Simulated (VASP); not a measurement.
Write the native input for VASP 6.6.1 that does the following.

| Item | Value |
| --- | --- |
| Task | single point |
| Functional | r2SCAN |
| Potentials or basis | VASP PAW PBE potentials, release 64 (Al, Ni) |
| Cutoff | 520 eV |
| k mesh | 18 × 18 × 16 |
| Occupations | gaussian, width 0.15 eV |
| Spin | no spin polarisation |
| Dipole correction | no |
| Further INCAR settings | ALGO = Normal; EDIFF = 1e-06; NBANDS = 14 |

AlNi:

```
CELL_PARAMETERS angstrom
1.93869 -1.95319 0.00000
1.93869 1.95319 0.00000
0.00000 0.00000 3.09943
ATOMIC_POSITIONS crystal
Al 0.00000 0.00000 0.00000
Ni 0.50000 0.50000 0.50000
```

The input as run:

POSCAR

```
AlNi
1.0
    1.9386940000     -1.9531901500      0.0000000000
    1.9386940000      1.9531901500      0.0000000000
    0.0000000000      0.0000000000      3.0994300413
Al Ni
1 1
Direct
    0.0000000000      0.0000000000      0.0000000000
    0.5000000000      0.5000000000      0.5000000000
```

INCAR.step1

```
SYSTEM = AlNi
PREC = Accurate ; ENCUT = 520
ISMEAR = 0 ; SIGMA = 0.15
LREAL = .False. ; LASPH = .True.
NELM = 100 ; NBANDS = 14
GGA = PE ; ALGO = Normal
EDIFF = 1E-4 ; LWAVE = .True.
LCHARG = .False.
```

INCAR.step2

```
SYSTEM = AlNi
PREC = Accurate ; ENCUT = 520
EDIFF = 1E-6 ; ISMEAR = 0
SIGMA = 0.15 ; LREAL = .False.
LASPH = .True. ; NELM = 100
ALGO = Normal ; ISIF = 2
LWAVE = .False. ; LCHARG = .False.
METAGGA = R2SCAN ; LMIXTAU = .True.
NBANDS = 14 ; ISTART = 1
```

KPOINTS

```
Automatic mesh
0
Gamma
  18 18 16
  0 0 0
```

Potentials or basis: VASP PAW PBE potentials, release 64 (Al, Ni).

The run is started by

```sh
$ cat potpaw_PBE.64/Al/POTCAR potpaw_PBE.64/Ni/POTCAR > POTCAR
$ cp INCAR.step1 INCAR
$ mpirun -np 1 vasp_std > vasp.out
$ cp INCAR.step2 INCAR
$ mpirun -np 1 vasp_std > vasp.out
```

Results of the run:

```json
{
 "Pressure": "0.5 GPa",
 "Band gap on the k mesh": "zero (an odd number of electrons rules out a gap without spin polarisation)"
}
```

Caveat: the PAW data sets were made with another functional, which shifts forces and pressure a little.

Run time: 4.5 min on 1 thread of Intel(R) Xeon(R) 6975P-C (Granite Rapids), on a shared host, peak memory 0.36 GiB.
